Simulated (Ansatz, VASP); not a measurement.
**PbI2 in VASP and in Ansatz**

File POSCAR:

```
PbI2
1.0
    4.8085660186      0.0000000000      0.0000000000
   -2.4042830093      4.1643403278      0.0000000000
    0.0000000000      0.0000000000      6.2605814987
Pb I
1 2
Direct
    0.0000000000      0.0000000000      0.0000000000
    0.3333333333      0.6666666667      0.2650000000
    0.6666666667      0.3333333333      0.7350000000
```

The input INCAR.step1:

```
ALGO = Normal
EDIFF = 1E-5
ENCUT = 550
GGA = PE
GGA_COMPAT = False
ISMEAR = 0
LASPH = True
LCHARG = False
LREAL = False
LWAVE = True
NBANDS = 21
NELM = 120
PREC = Accurate
SIGMA = 0.05
```

INCAR.step2

```
ALGO = Normal
EDIFF = 1E-6
ENCUT = 550
GGA_COMPAT = False
ISIF = 2
ISMEAR = 0
ISTART = 1
LASPH = True
LCHARG = False
LMIXTAU = True
LREAL = False
LWAVE = False
METAGGA = R2SCAN
NBANDS = 21
NELM = 120
PREC = Accurate
SIGMA = 0.05
```

KPOINTS

```
k-points
0
Gamma
  6 6 4
```

Input for Ansatz:

```yaml
crystal:
  lattice:
    - [4.8085660186, 0.0, 0.0]
    - [-2.4042830093, 4.1643403278, 0.0]
    - [0.0, 0.0, 6.2605814987]
  atoms:
    - { symbol: Pb, position: [0.0, 0.0, 0.0] }
    - { symbol: I, position: [0.3333333333, 0.6666666667, 0.265] }
    - { symbol: I, position: [0.6666666667, 0.3333333333, 0.735] }
basis:
  ecutwfc: 500
kpoints:
  mp_grid: { grid: [6, 6, 4] }
hamiltonian:
  xc: r2scan
scf:
  occupations: { method: gaussian, width: 0.05 }
output:
  forces: true
  stress: true
  eigenvalues: true
```

Alike in both runs: task single point; functional r2SCAN; k mesh 6 × 6 × 4; occupations gaussian, width 0.05 eV; no spin polarisation.

```csv
,VASP,Ansatz
version,VASP 6.6.1,Ansatz 0.2.0
potentials or method,"VASP PAW PBE potentials, release 64 (Pb_d, I), cutoff 550 eV","scalar-relativistic, plane waves, PAW"
valence electrons in the cell,28,48
```

Ansatz gave:

* gap on the k mesh at the Fermi level (eV): 2.10
* least direct gap on the mesh (eV): 2.45
* pressure (GPa): 1.1
* traceless stress, the component that is largest in VASP (GPa): 1.15
* rms of the force components (eV/Å): 0.064

Which values does VASP return?

gap on the k mesh at the Fermi level (eV): 2.09; least direct gap on the mesh (eV): 2.45; pressure (GPa): 1.1; traceless stress, the component that is largest in VASP (GPa): 1.15; rms of the force components (eV/Å): 0.066.

VASP's potentials were made for PBE, not for r2SCAN. Atom by atom the forces differ by 0.002 eV/Å (rms over components). With one functional, cell and mesh, what is left measures potentials, basis and numerics. VASP's potentials hold 28 valence electrons a cell and Ansatz's 48, so a difference there can come from the potentials and not from the codes.

Neither program's run includes spin-orbit coupling.
